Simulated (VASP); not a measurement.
Input of a VASP 6.6.1 run:

File POSCAR:

```
BaTiO3
1.0
    2.9219632063      1.6869962437      2.3905427628
   -2.9219632063      1.6869962437      2.3905427628
    0.0000000000     -3.3739924874      2.3905427628
Ba Ti O
1 1 3
Direct
    0.0053925944      0.0053925944      0.0053925944
    0.5195354118      0.5195354118      0.5195354118
    0.4875238863      0.9711252211      0.4875238863
    0.4875238863      0.4875238863      0.9711252211
    0.9711252211      0.4875238863      0.4875238863
```

File INCAR.step1:

```
PREC = Accurate ; ENCUT = 520
ISMEAR = 0 ; SIGMA = 0.02
LREAL = False ; LASPH = True
NELM = 150 ; LMAXMIX = 4
LDAU = True ; LDAUTYPE = 2
LDAUL = -1 2 -1 ; LDAUU = 0 4 0
LDAUJ = 0 0 0 ; NBANDS = 28
GGA = PE ; ALGO = Normal
EDIFF = 1E-4 ; LWAVE = True
LCHARG = False
```

Contents of INCAR.step2:

```
PREC = Accurate ; ENCUT = 520
EDIFF = 1E-6 ; ISMEAR = 0
SIGMA = 0.02 ; LREAL = False
LASPH = True ; NELM = 150
ALGO = Normal ; ISIF = 2
LWAVE = False ; LCHARG = True
LMAXMIX = 4 ; LDAU = True
LDAUTYPE = 2 ; LDAUL = -1 2 -1
LDAUU = 0 4 0 ; LDAUJ = 0 0 0
LDAUPRINT = 1 ; METAGGA = R2SCAN
LMIXTAU = True ; LELF = True
LVHAR = True ; NBANDS = 28
ISTART = 1
```

KPOINTS

```
Automatic mesh
0
Gamma
  6 6 6
```

Potentials or basis: VASP PAW PBE potentials, release 64 (Ba_sv, Ti_sv, O).

Launch:

```sh
$ cat potpaw_PBE.64/Ba_sv/POTCAR potpaw_PBE.64/Ti_sv/POTCAR potpaw_PBE.64/O/POTCAR > POTCAR
$ cp INCAR.step1 INCAR
$ mpirun -np 1 vasp_std > vasp.out
$ cp INCAR.step2 INCAR
$ mpirun -np 1 vasp_std > vasp.out
```

Problem. Predict the largest force.

Solution. 0.893 eV/Å.

Problem. Predict the pressure.

Solution. -4.7 GPa.

Eigenvalues of the final occupation matrices:
```tsv
site	spin	trace	eigenvalues
site 2 d	1	0.80	0.10 0.11 0.11 0.24 0.24
site 2 d	2	0.80	0.10 0.11 0.11 0.24 0.24
```

Caveat: the cell stands under tension; the PAW data sets were made with another functional, which shifts forces and pressure a little; spin-orbit coupling is left out, which moves the levels of the heavy elements.
